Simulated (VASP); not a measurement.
Set up this calculation in VASP 6.6.1, as the native input.

```
Task                   : single point
Functional             : PBEsol
Dispersion             : D3(BJ)
Potentials or basis    : VASP PAW PBE potentials, release 64 (Pd)
Cutoff                 : 500 eV
k mesh                 : 18 × 18 × 18
Occupations            : gaussian, width 0.1 eV
Spin                   : no spin polarisation
Dipole correction      : no
Further INCAR settings : ALGO = Normal; EDIFF = 1e-06; NBANDS = 11
```

The structure of Pd lies in POSCAR:

```
Pd
1.0
    0.0000000000      1.9159489092      1.9159489092
    1.9159489092      0.0000000000      1.9159489092
    1.9159489092      1.9159489092      0.0000000000
Pd
1
Direct
    0.0000000000      0.0000000000      0.0000000000
```

The input as run:

INCAR

```
SYSTEM = Pd
PREC     = Accurate       ! precision mode
ENCUT    = 500            ! plane-wave cutoff, eV
EDIFF    = 1E-6           ! SCF threshold, eV
ISMEAR   = 0              ! smearing method
SIGMA    = 0.1            ! smearing width, eV
LREAL    = .FALSE.        ! projectors in reciprocal space
LASPH    = .TRUE.         ! aspherical terms in the spheres
NELM     = 120            ! most SCF steps
ALGO     = Normal         ! electronic algorithm
ISIF     = 2              ! what is computed and relaxed
LWAVE    = .FALSE.        ! write WAVECAR
LCHARG   = .FALSE.        ! write CHGCAR
GGA      = PS             ! functional
IVDW     = 12             ! dispersion correction
NBANDS   = 11             ! bands
GGA_COMPAT= .FALSE.
```

KPOINTS

```
Automatic mesh
0
G
  18 18 18
  0 0 0
```

Potentials or basis: VASP PAW PBE potentials, release 64 (Pd).

Run with:

```bash
$ cat potpaw_PBE.64/Pd/POTCAR > POTCAR
$ mpirun -np 1 vasp_std > vasp.out
```

It gave:

```
Pressure                   : -0.3 GPa
Band gap on the k mesh     : zero (band 5 reaches 10.78 eV, above the bottom of band 6 at 9.06 eV)
Dispersion energy per atom : -0.652 eV
```

Caveat: the PAW data sets were made with another functional, which shifts forces and pressure a little; pairwise dispersion overbinds metals, which lowers pressure and volume.

Run time: 47 s on 1 thread of Intel Xeon 8259CL, on a shared host, peak memory 0.15 GiB.
